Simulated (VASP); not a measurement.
# Te (P6_222) in VASP: notebook, part 2 of 2

VASP 6.6.1. The steps go on from the part before.

## Step 3: Relaxation of cell and atoms, PBE

This run uses another cell than the first one, of 45.94 Å³/atom, 1.105 times its volume.

File INCAR:

```
PREC = Accurate ; ENCUT = 600
EDIFF = 1E-6 ; ISMEAR = 0
SIGMA = 0.1 ; LREAL = False
LASPH = True ; NELM = 60
ALGO = Normal ; ISIF = 3
LWAVE = False ; LCHARG = False
GGA = PE ; IBRION = 2
NSW = 90 ; EDIFFG = -0.04
```

File KPOINTS:

```
regular mesh
0
Gamma
  3 3 4
```

File POSCAR:

```
Te
1.0
    6.7764301094      0.0000000000      0.0000000000
   -3.3882150547      5.8685606217      0.0000000000
    0.0000000000      0.0000000000      6.9313617887
Te
6
Direct
    0.0000000000      0.3007266804      0.6666666667
    0.0000000000      0.6992733196      0.6666666667
    0.3007266804      0.0000000000      0.0000000000
    0.3007266804      0.3007266804      0.3333333333
    0.6992733196      0.0000000000      0.0000000000
    0.6992733196      0.6992733196      0.3333333333
```

Potentials or basis: VASP PAW PBE potentials, release 64 (Te).

Launch:

```bash
$ cat potpaw_PBE.64/Te/POTCAR > POTCAR
$ mpirun -np 1 vasp_std > vasp.out
```

OUTCAR:

```text
PREC = Accurate
   ENCUT = 600
   EDIFF = 1E-6
   ISMEAR = 0
   LREAL = False
   LASPH = True
   NELM = 60
   ISIF = 3
   GGA = PE
   IBRION = 2
   NSW = 90
   EDIFFG = -0.04

 ion  position               nearest neighbor table
   1  0.000  0.301  0.667-   2 2.70   5 3.08   4 3.08
   2  0.000  0.699  0.667-   1 2.70   3 3.08   6 3.08
   3  0.301  0.000  0.000-   5 2.70   4 3.08   2 3.08
   4  0.301  0.301  0.333-   6 2.70   3 3.08   1 3.08
   5  0.699  0.000  0.000-   3 2.70   1 3.08   6 3.08
   6  0.699  0.699  0.333-   4 2.70   5 3.08   2 3.08

  LATTYP: Found a hexagonal cell.
 ALAT       =     6.7764301094
 C/A-ratio  =     1.0228633184

  Lattice vectors:

 A1 = (   6.7764301094,   0.0000000000,   0.0000000000)
 A2 = (  -3.3882150547,   5.8685606217,   0.0000000000)
 A3 = (   0.0000000000,   0.0000000000,   6.9313617887)

Analysis of symmetry for initial positions (statically):
=====================================================================
 Subroutine PRICEL returns:
 Original cell was already a primitive cell.

 Routine SETGRP: Setting up the symmetry group for a
 hexagonal supercell.

 Subroutine GETGRP returns: Found 12 space group operations
 (whereof  4 operations were pure point group operations)
 out of a pool of 24 trial point group operations.

The static configuration has the point symmetry D_2 .
 The point group associated with its full space group is D_6 .

Analysis of symmetry for dynamics (positions and initial velocities):
=====================================================================
 Subroutine PRICEL returns:
 Original cell was already a primitive cell.

 Routine SETGRP: Setting up the symmetry group for a
 hexagonal supercell.

 Subroutine GETGRP returns: Found 12 space group operations
 (whereof  4 operations were pure point group operations)
 out of a pool of 24 trial point group operations.

The dynamic configuration has the point symmetry D_2 .
 The point group associated with its full space group is D_6 .

 Subroutine INISYM returns: Found 12 space group operations
 (whereof  4 operations are pure point group operations),
 and found     1 'primitive' translations

----------------------------------------------------------------------------------------

                                     Primitive cell

  volume of cell :     275.6456

  direct lattice vectors                    reciprocal lattice vectors
     6.776430109  0.000000000  0.000000000     0.147570326  0.085199767  0.000000000
    -3.388215055  5.868560622  0.000000000     0.000000000  0.170399535  0.000000000
     0.000000000  0.000000000  6.931361789     0.000000000  0.000000000  0.144271794

  length of vectors
     6.776430109  6.776430109  6.931361789     0.170399535  0.170399535  0.144271794

  position of ions in fractional coordinates (direct lattice)
     0.000000000  0.300726680  0.666666667
     0.000000000  0.699273320  0.666666667
     0.300726680  0.000000000  0.000000000
     0.300726680  0.300726680  0.333333333
     0.699273320  0.000000000  0.000000000
     0.699273320  0.699273320  0.333333333

  ion indices of the primitive-cell ions
   primitive index   ion index
                 1           1
                 2           2
                 3           3
                 4           4
                 5           5
                 6           6

----------------------------------------------------------------------------------------

 KPOINTS: regular mesh

Automatic generation of k-mesh.
 Grid dimensions read from file:
 generate k-points for:    3    3    4

 Generating k-lattice:

  Cartesian coordinates                     Fractional coordinates (reciprocal lattice)
     0.049190109  0.028399922  0.000000000     0.333333333  0.000000000  0.000000000
     0.000000000  0.056799845  0.000000000     0.000000000  0.333333333  0.000000000
     0.000000000  0.000000000  0.036067948     0.000000000  0.000000000  0.250000000

  Length of vectors
     0.056799845  0.056799845  0.036067948

  Shift w.r.t. Gamma in fractional coordinates (k-lattice)
     0.000000000  0.000000000  0.000000000

 Subroutine IBZKPT returns following result:
 ===========================================

 Found      9 irreducible k-points:

 Following reciprocal coordinates:
            Coordinates               Weight
  0.000000  0.000000  0.000000      1.000000
  0.333333  0.000000  0.000000      6.000000
  0.333333  0.333333  0.000000      2.000000
  0.000000  0.000000  0.250000      2.000000
  0.333333  0.000000  0.250000     12.000000
  0.333333  0.333333  0.250000      4.000000
  0.000000  0.000000  0.500000      1.000000
  0.333333  0.000000  0.500000      6.000000
  0.333333  0.333333  0.500000      2.000000
   k-points           NKPTS =      9   k-points in BZ     NKDIM =      9   number of bands    NBANDS=     22
   number of dos      NEDOS =    301   number of ions     NIONS =      6
   total plane-waves  NPLWV = 163296
   dimension x,y,z NGX =    54 NGY =   54 NGZ =   56
   dimension x,y,z NGXF=   108 NGYF=  108 NGZF=  112
   ions per type =               6
   NGX,Y,Z   is equivalent  to a cutoff of  13.25, 13.25, 13.43 a.u.
   NGXF,Y,Z  is equivalent  to a cutoff of  26.50, 26.50, 26.86 a.u.
 SYSTEM =  unknown system
   PREC   = accura    normal or accurate (medium, high low for compatibility)
   ISTART =      0    job   : 0-new  1-cont  2-samecut
   ICHARG =      2    charge: 1-file 2-atom 10-const
   ISPIN  =      1    spin polarized calculation?
   LNONCOLLINEAR =      F non collinear calculations
   LSORBIT =      F    spin-orbit coupling
   LASPH  =      T    aspherical Exc in radial PAW
   ENCUT  =  600.0 eV  44.10 Ry    6.64 a.u.  13.53 13.53 13.84*2*pi/ulx,y,z
   NELM   =     60;   NELMIN=  2; NELMDL= -5     # of ELM steps
   EDIFF  = 0.1E-05   stopping-criterion for ELM
   LREAL  =      F    real-space projection
   EDIFFG = -.4E-01   stopping-criterion for IOM
   NSW    =     90    number of steps for IOM
   IBRION =      2    ionic relax: 0-MD 1-quasi-New 2-CG
   NFREE  =      1    steps in history (QN), initial steepest desc. (CG)
   ISIF   =      3    stress and relaxation
   ISYM   =      2    0-nonsym 1-usesym 2-fastsym
   POTIM  = 0.5000    time-step for ionic-motion
   TEBEG  =    0.0;   TEEND  =   0.0 temperature during run
   PSTRESS=    0.0 pullay stress
   NELECT =      36.0000    total number of electrons
   NUPDOWN=      -1.0000    fix difference up-down
   EMIN   =  10.00;   EMAX   =-10.00  energy-range for DOS
   EFERMI =   0.00;   METHOD = LEGACY
   ISMEAR =     0;   SIGMA  =   0.10  broadening in eV -4-tet -1-fermi 0-gaus
   EFERMI_NEDOS =   21; number of points for ismear=-14 and -15
   IALGO  =     38    algorithm
   IMIX   =      4    mixing-type and parameters
     AMIX     =   0.40;   BMIX     =  1.00
     AMIX_MAG =   1.60;   BMIX_MAG =  1.00
  volume/ion in A,a.u.               =      45.94       310.02
  Fermi-wavevector in a.u.,A,eV,Ry     =   0.830600  1.569607  9.386611  0.689896
  Thomas-Fermi vector in A             =   1.943345
   LORBIT       =      0    0 simple, 1 ext, 2 COOP (PROOUT), +10 PAW based schemes
   GGA     = PE    functional components
   LHFCALC =     F    Hartree Fock is set to
   AEXX    =    0.0000 exact exchange contribution
   IVDW    =     0    specifies the selected vdW correction
   LEPSILON=     F    determine dielectric tensor
   LRPA    =     F    only Hartree local field effects (RPA)
 conjugate gradient relaxation of ions
 non-spin polarized calculation
 Gauss-broadening in eV      SIGMA  =   0.10
  energy-cutoff  :      600.00
  volume of cell :      275.65
 maximum number of plane-waves:      9249
 NGX is ok and might be reduce to    54
   NGX = 27   NGY = 27   NGZ = 27

--------------------------------------- Ionic step        1  -------------------------------------------

 number of electron      35.9999999 magnetization

 Free energy of the ion-electron system (eV)
  ---------------------------------------------------
  ext. energy  EPLUGINS =         0.00000000
  ---------------------------------------------------
  free energy    TOTEN  =       -17.70894418 eV

  energy without entropy =      -17.69974147  energy(sigma->0) =      -17.70434283

------------------------ aborting loop because EDIFF is reached ----------------------------------------

  FORCE on cell =-STRESS in cart. coord.  units (eV):
  Direction    XX          YY          ZZ          XY          YZ          ZX
  --------------------------------------------------------------------------------------
  -------------------------------------------------------------------------------------
  Total        0.5084278      0.5084278      0.9313011     -0.0000000     -0.0000000      0.0000000
  in kB        2.9552126      2.9552126      5.4131436     -0.0000000     -0.0000000      0.0000000
  external PRESSURE =       3.7745229 kB  Pullay stress =       0.0000000 kB
[... 105 lines left out ...]
  energy  without entropy=      -17.7049022453  energy(sigma->0) =      -17.70932788

--------------------------------------- Ionic step        4  -------------------------------------------

 number of electron      35.9999999 magnetization

 Free energy of the ion-electron system (eV)
  ---------------------------------------------------
  ext. energy  EPLUGINS =         0.00000000
  ---------------------------------------------------
  free energy    TOTEN  =       -17.71558176 eV

  energy without entropy =      -17.70681962  energy(sigma->0) =      -17.71120069

 E-fermi :   2.5822     XC(G=0):  -7.4738

 val. band max:        2.5032958467   @ k =   0.0000   0.0000   0.2500
 cond. band min:       2.6045434459   @ k =   0.3333   0.3333   0.0000
 fundamental gap:      0.1012475992
 Fermi energy:         2.5821681425

 k-point     1 :       0.0000    0.0000    0.0000
  band No.  band energies     occupation
      1     -10.1504      2.00000
      2      -8.9139      2.00000
      3      -8.9139      2.00000
      4      -7.5816      2.00000
      5      -7.5816      2.00000
      6      -5.6834      2.00000
[... 247 lines left out ...]
  FREE ENERGIE OF THE ION-ELECTRON SYSTEM (eV)
  ---------------------------------------------------
  free  energy   TOTEN  =       -17.7155817636 eV

  energy  without entropy=      -17.7068196202  energy(sigma->0) =      -17.71120069

 reached required accuracy - stopping structural energy minimisation
```

OSZICAR:

```text
N       E                     dE             d eps       ncg     rms          rms(c)
DAV:   1     0.208881158763E+03    0.20888E+03   -0.13918E+04   396   0.144E+03
DAV:   2     0.131931116870E+01   -0.20756E+03   -0.20425E+03   552   0.187E+02
DAV:   3    -0.173141574760E+02   -0.18633E+02   -0.18497E+02   486   0.637E+01
[... 33 lines left out ...]
DAV:   3    -0.177156462954E+02    0.29826E-03   -0.48843E-04   464   0.104E-01    0.705E-02
DAV:   4    -0.177155767458E+02    0.69550E-04   -0.18202E-04   468   0.619E-02    0.261E-02
DAV:   5    -0.177155796794E+02   -0.29337E-05   -0.18438E-05   494   0.206E-02    0.173E-02
DAV:   6    -0.177155812697E+02   -0.15902E-05   -0.95340E-07   270   0.568E-03    0.690E-03
DAV:   7    -0.177155817636E+02   -0.49391E-06   -0.27607E-07   222   0.335E-03
   4 F= -.17715582E+02 E0= -.17711201E+02  d E =-.182825E-02
```

Wall time 3.9 min (1 thread of AMD EPYC 9R45 (Zen 5), shared host); peak memory 0.39 GiB.

What came out:

```yaml
Free_energy: -17.7156 eV
Relaxed_volume: 46.57 Å³/atom
Relaxed_cell: a = 6.789 Å, b = 6.789 Å, c = 7.000 Å, α = 90.00°, β = 90.00°, γ = 120.00°
Space_group_after_relaxing_to_0.05_Å: P6_222 (No. 180)
Energy_gained_by_relaxing: 1.1 meV/atom
Ionic_steps: 4
Pressure_after_relaxing: 0.0 GPa
Largest_force_after_relaxing: 0.005 eV/Å
Band_gap_on_the_k_mesh: zero (band 18 reaches 2.60 eV, above the bottom of band 19 at 2.50 eV)
```

Forces on the atoms (eV/Å):
```
Te   0.002 -0.004  0.000
Te  -0.002  0.004  0.000
Te  -0.005  0.000  0.000
Te  -0.002 -0.004  0.000
Te   0.005  0.000  0.000
Te   0.002  0.004  0.000
```

The path:
| step | energy change (eV) | largest force (eV/Å) | pressure (GPa) | volume (Å³) |
| --- | --- | --- | --- | --- |
| 1 | 0.0000 | 0.0667 | 0.38 | 275.65 |
| 2 | -0.0044 | 0.0462 | -0.14 | 279.98 |
| 3 | -0.0048 | 0.0223 | -0.03 | 279.04 |
| 4 | -0.0066 | 0.0046 | -0.04 | 279.41 |

Final structure:
```xyz
6
Lattice="6.7890 0.0000 0.0000 -3.3945 5.8795 0.0000 0.0000 0.0000 6.9999" Properties=species:S:1:pos:R:3 pbc="T T T"
Te    5.7692    1.7663    4.6666
Te   -2.3747    4.1131    4.6666
Te    2.0396    0.0000    6.9999
Te    1.0198    1.7663    2.3333
Te    4.7494    0.0000    0.0000
Te    2.3747    4.1131    2.3333
```

Caveat: spin-orbit coupling is left out, which moves the levels of the heavy elements.

## Step 4: Single point, PBE

This run uses another cell than the first one, of 46.23 Å³/atom, 1.112 times its volume.

File INCAR:

```
SYSTEM = Te
ALGO = Normal
EDIFF = 1E-6
ENCUT = 520
GGA = PE
ISIF = 2
ISMEAR = 0
LASPH = .TRUE.
LCHARG = .FALSE.
LREAL = .FALSE.
LWAVE = .FALSE.
NBANDS = 27
NELM = 80
PREC = Accurate
SIGMA = 0.1
```

File KPOINTS:

```
k-points
0
G
  9 9 6
  0 0 0
```

File POSCAR:

```
Te
1.0
    6.7005269937      0.0000000000      0.0000000000
   -3.3502634969      5.8028265953      0.0000000000
    0.0000000000      0.0000000000      7.1340850511
Te
6
Direct
    0.0000000000      0.2981352883      0.6666666667
    0.0000000000      0.7018647117      0.6666666667
    0.2981352883      0.0000000000      0.0000000000
    0.2981352883      0.2981352883      0.3333333333
    0.7018647117      0.0000000000      0.0000000000
    0.7018647117      0.7018647117      0.3333333333
```

Launch:

```bash
$ cat potpaw_PBE.64/Te/POTCAR > POTCAR
$ mpirun -np 1 vasp_std > vasp.out
```

Run time: 5.5 min. Hardware: 1 thread of AMD EPYC 9R45 (Zen 5), shared host; peak memory 0.46 GiB.

The run converged. Its results:

```yaml
Free_energy: -17.7157 eV
Pressure: 0.0 GPa
Largest_force: 0.018 eV/Å
Band_gap_on_the_k_mesh: zero (band 18 reaches 2.73 eV, above the bottom of band 19 at 2.51 eV)
```

Forces on the atoms (eV/Å):
```
Te   0.009 -0.016  0.000
Te  -0.009  0.016  0.000
Te  -0.018  0.000  0.000
Te  -0.009 -0.016  0.000
Te   0.018  0.000  0.000
Te   0.009  0.016  0.000
```

Levels at points of the mesh, in eV from the Fermi level:
| k point | band 16 | band 17 | band 18 | band 19 | band 20 | band 21 |
| --- | --- | --- | --- | --- | --- | --- |
| (0.00, 0.00, 0.00) | -0.88 | -0.71 | -0.71 | 0.84 | 0.84 | 2.74 |
| (0.00, 0.00, 0.50) | -0.58 | -0.58 | -0.49 | 0.68 | 0.68 | 2.52 |

Caveat: spin-orbit coupling is left out, which moves the levels of the heavy elements.

## Step 5: Summary

```tsv
task	cell	k mesh	cutoff (eV)	gap on the mesh (eV)	pressure (GPa)	relaxed volume (Å³/atom)
relaxation of cell and atoms	relaxed from a = 5.976, b = 5.976, c = 8.064 Å, angles 90.0, 90.0, 120.0°, 6 atoms	3 × 3 × 2	600	0.89	0.0	46.80
relaxation of cell and atoms	relaxed from a = 6.776, b = 6.776, c = 6.931 Å, angles 90.0, 90.0, 120.0°, 6 atoms	3 × 3 × 4	600	none	0.0	46.57
single point	a = 6.701, b = 6.701, c = 7.134 Å, angles 90.0, 90.0, 120.0°, 6 atoms	9 × 9 × 6	520	none	0.0	-
```

Alike in all rows: level PBE; potentials or basis VASP PAW PBE potentials, release 64 (Te); no spin polarisation; smearing gaussian 0.1 eV.

Caveats: spin-orbit coupling is left out, which moves the levels of the heavy elements.

Absolute energies hang on the potentials; compare differences alone.
